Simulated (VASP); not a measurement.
# Os (P6_3/mmc) in VASP: relaxation of shape and atoms at fixed volume with PBE

Aim: the relaxation of shape and atoms at fixed volume of Os with PBE.

Program: VASP 6.6.1. These are calculated values, not measurements. Logs are shortened: lines on timing, memory, paths and dates and some standing lists are left out, and cuts for length are marked.

### Step 1. The cell of the first run

Symmetry: P6_3/mmc, No. 194, hexagonal system. Conventional cell: a = 2.845 Å, b = 2.845 Å, c = 4.481 Å, α = 90.00°, β = 90.00°, γ = 120.00°. Within 3.7 Å of Os (site symmetry -6m2) lie 12 Os at 2.78 to 2.84 Å.

### Step 2. Relaxation of shape and atoms at fixed volume, PBE (15.70 Å³/atom)

Input file INCAR:

```
  PREC = Accurate
  ENCUT = 600
  EDIFF = 1E-7
  ISMEAR = 0
  SIGMA = 0.1
  LREAL = False
  LASPH = True
  NELM = 120
  ALGO = Normal
  ISIF = 4
  LWAVE = False
  LCHARG = False
  GGA = PE
  IBRION = 2
  NSW = 50
  EDIFFG = -0.01
  GGA_COMPAT = False
  NELMIN = 4
```

Input file KPOINTS:

```
regular mesh
0
Gamma
  18 18 10
```

Input file POSCAR:

```
Os
1.0
    2.8447831071      0.0000000000      0.0000000000
   -1.4223915535      2.4636544390      0.0000000000
    0.0000000000      0.0000000000      4.4813973822
Os
2
Direct
    0.3333333333      0.6666666667      0.2500000000
    0.6666666667      0.3333333333      0.7500000000
```

Potentials or basis: VASP PAW PBE potentials, release 64 (Os).

Launch:

```
$ cat potpaw_PBE.64/Os/POTCAR > POTCAR
$ mpirun -np 1 vasp_std > vasp.out
```

OUTCAR:

```text
PREC = Accurate
   ENCUT = 600
   EDIFF = 1E-7
   ISMEAR = 0
   LREAL = False
   LASPH = True
   NELM = 120
   ISIF = 4
   GGA = PE
   IBRION = 2
   NSW = 50
   EDIFFG = -0.01
   NELMIN = 4

 ion  position               nearest neighbor table
   1  0.333  0.667  0.250-   2 2.78   2 2.78   2 2.78   2 2.78   2 2.78   2 2.78
   2  0.667  0.333  0.750-   1 2.78   1 2.78   1 2.78   1 2.78   1 2.78   1 2.78

  LATTYP: Found a hexagonal cell.
 ALAT       =     2.8447831071
 C/A-ratio  =     1.5753037098

  Lattice vectors:

 A1 = (   2.8447831071,   0.0000000000,   0.0000000000)
 A2 = (  -1.4223915535,   2.4636544390,   0.0000000000)
 A3 = (   0.0000000000,   0.0000000000,   4.4813973822)

Analysis of symmetry for initial positions (statically):
=====================================================================
 Subroutine PRICEL returns:
 Original cell was already a primitive cell.

 Routine SETGRP: Setting up the symmetry group for a
 hexagonal supercell.

 Subroutine GETGRP returns: Found 24 space group operations
 (whereof 12 operations were pure point group operations)
 out of a pool of 24 trial point group operations.

The static configuration has the point symmetry D_3d.
 The point group associated with its full space group is D_6h.

Analysis of symmetry for dynamics (positions and initial velocities):
=====================================================================
 Subroutine PRICEL returns:
 Original cell was already a primitive cell.

 Routine SETGRP: Setting up the symmetry group for a
 hexagonal supercell.

 Subroutine GETGRP returns: Found 24 space group operations
 (whereof 12 operations were pure point group operations)
 out of a pool of 24 trial point group operations.

The dynamic configuration has the point symmetry D_3d.
 The point group associated with its full space group is D_6h.

 Subroutine INISYM returns: Found 24 space group operations
 (whereof 12 operations are pure point group operations),
 and found     1 'primitive' translations

----------------------------------------------------------------------------------------

                                     Primitive cell

  volume of cell :      31.4082

  direct lattice vectors                    reciprocal lattice vectors
     2.844783107  0.000000000  0.000000000     0.351520648  0.202950540  0.000000000
    -1.422391554  2.463654439  0.000000000     0.000000000  0.405901081  0.000000000
     0.000000000  0.000000000  4.481397382     0.000000000  0.000000000  0.223144683

[... 106 lines left out ...]
  Thomas-Fermi vector in A             =   2.438209
   LORBIT       =      0    0 simple, 1 ext, 2 COOP (PROOUT), +10 PAW based schemes
   GGA     = PE    functional components
   LHFCALC =     F    Hartree Fock is set to
   AEXX    =    0.0000 exact exchange contribution
   IVDW    =     0    specifies the selected vdW correction
   LEPSILON=     F    determine dielectric tensor
   LRPA    =     F    only Hartree local field effects (RPA)
 conjugate gradient relaxation of ions
 non-spin polarized calculation
 Gauss-broadening in eV      SIGMA  =   0.10
  energy-cutoff  :      600.00
  volume of cell :       31.41
 maximum number of plane-waves:      1085
 NGX is ok and might be reduce to    24
   NGX = 11   NGY = 11   NGZ = 17

--------------------------------------- Ionic step        1  -------------------------------------------

 number of electron      16.0000003 magnetization

 Free energy of the ion-electron system (eV)
  ---------------------------------------------------
  ext. energy  EPLUGINS =         0.00000000
  ---------------------------------------------------
  free energy    TOTEN  =       -22.20275220 eV

  energy without entropy =      -22.19390933  energy(sigma->0) =      -22.19833076

------------------------ aborting loop because EDIFF is reached ----------------------------------------

  FORCE on cell =-STRESS in cart. coord.  units (eV):
  Direction    XX          YY          ZZ          XY          YZ          ZX
  --------------------------------------------------------------------------------------
  -------------------------------------------------------------------------------------
  Total       -5.9040089     -5.9040089     -6.1009519     -0.0000000     -0.0000000      0.0000000
  in kB     -301.1724061   -301.1724061   -311.2187659     -0.0000000     -0.0000000      0.0000000
  external PRESSURE =    -304.5211927 kB  Pullay stress =       0.0000000 kB
[... 59 lines left out ...]
--------------------------------------- Ionic step        3  -------------------------------------------

 number of electron      16.0000003 magnetization

 Free energy of the ion-electron system (eV)
  ---------------------------------------------------
  ext. energy  EPLUGINS =         0.00000000
  ---------------------------------------------------
  free energy    TOTEN  =       -22.20293125 eV

  energy without entropy =      -22.19393618  energy(sigma->0) =      -22.19843372

 E-fermi :   7.7975     XC(G=0): -13.3964

 val. band max:        7.7946759698   @ k =   0.1667   0.1111   0.3000
 cond. band min:       7.8131612143   @ k =   0.3333   0.0556   0.3000
 fundamental gap:      0.0184852445
 Fermi energy:         7.7975021037

 k-point     1 :       0.0000    0.0000    0.0000
  band No.  band energies     occupation
      1      -2.1114      2.00000
      2       1.0606      2.00000
      3       5.2258      2.00000
      4       5.2258      2.00000
      5       5.4901      2.00000
      6       5.9310      2.00000
      7       5.9310      2.00000
      8       6.4236      2.00000
      9       6.4236      2.00000
     10       7.9233      0.07512
     11       9.1993      0.00000
     12       9.1993      0.00000
[... 331 lines left out ...]
 k-point    24 :       0.3889    0.1111    0.0000
  band No.  band energies     occupation
      1       1.8543      2.00000
      2       2.0590      2.00000
      3       2.4138      2.00000
      4       4.6854      2.00000
      5       4.7206      2.00000
      6       5.5681      2.00000
      7       6.1825      2.00000
      8       9.0985      0.00000
      9       9.4273      0.00000
     10       9.8697      0.00000
     11      11.0212      0.00000
     12      13.7059      0.00000

 [... further k-points ...]

------------------------ aborting loop because EDIFF is reached ----------------------------------------

  FORCE on cell =-STRESS in cart. coord.  units (eV):
  Direction    XX          YY          ZZ          XY          YZ          ZX
  --------------------------------------------------------------------------------------
  -------------------------------------------------------------------------------------
  Total       -5.9610951     -5.9610951     -5.9609297     -0.0000000     -0.0000000      0.0000000
  in kB     -304.0844569   -304.0844569   -304.0760219     -0.0000000     -0.0000000      0.0000000
  external PRESSURE =    -304.0816452 kB  Pullay stress =       0.0000000 kB
[... 17 lines left out ...]
  FREE ENERGIE OF THE ION-ELECTRON SYSTEM (eV)
  ---------------------------------------------------
  free  energy   TOTEN  =       -22.2029312483 eV

  energy  without entropy=      -22.1939361817  energy(sigma->0) =      -22.19843372

 reached required accuracy - stopping structural energy minimisation
```

It took 3 min on 1 thread of Oxide Virtual Turin-like, shared host; peak memory 0.2 GiB.

What came out:

* Free energy: -22.2029 eV
* Energy gained by relaxing: 0.1 meV/atom
* Ionic steps: 3
* Pressure after relaxing: -30.4 GPa
* Band gap on the k mesh: zero (bands 8 and 9 overlap by 3.25 eV)

Step by step:
```
step  energy change (eV)  largest force (eV/Å)  pressure (GPa)  volume (Å³)
   1              0.0000                0.0000          -30.45        31.41
   2             -0.0001                0.0000          -30.37        31.41
   3             -0.0002                0.0000          -30.41        31.41
```

Final structure:
```
CELL_PARAMETERS angstrom
2.84737 0.00000 0.00000
-1.42369 2.46590 0.00000
0.00000 0.00000 4.47326
ATOMIC_POSITIONS crystal
Os 0.33333 0.66667 0.25000
Os 0.66667 0.33333 0.75000
```

Levels at points of the mesh, in eV from the Fermi level:
| k point | band 5 | band 6 | band 7 | band 8 | band 9 | band 10 | band 11 | band 12 |
| --- | --- | --- | --- | --- | --- | --- | --- | --- |
| (0.00, 0.00, 0.00) | -2.31 | -1.87 | -1.87 | -1.37 | -1.37 | 0.13 | 1.40 | 1.40 |
| (0.50, 0.00, 0.00) | -2.60 | -2.18 | -1.58 | 1.61 | 2.08 | 2.23 | 3.68 | 4.85 |
| (0.00, 0.00, 0.50) | -2.76 | -2.76 | -2.76 | -2.76 | 0.71 | 0.71 | 0.71 | 0.71 |
| (0.50, 0.00, 0.50) | -1.04 | -1.04 | -0.13 | -0.13 | 1.90 | 1.90 | 2.82 | 2.82 |

Caveat: spin-orbit coupling is left out, which moves the levels of the heavy elements.
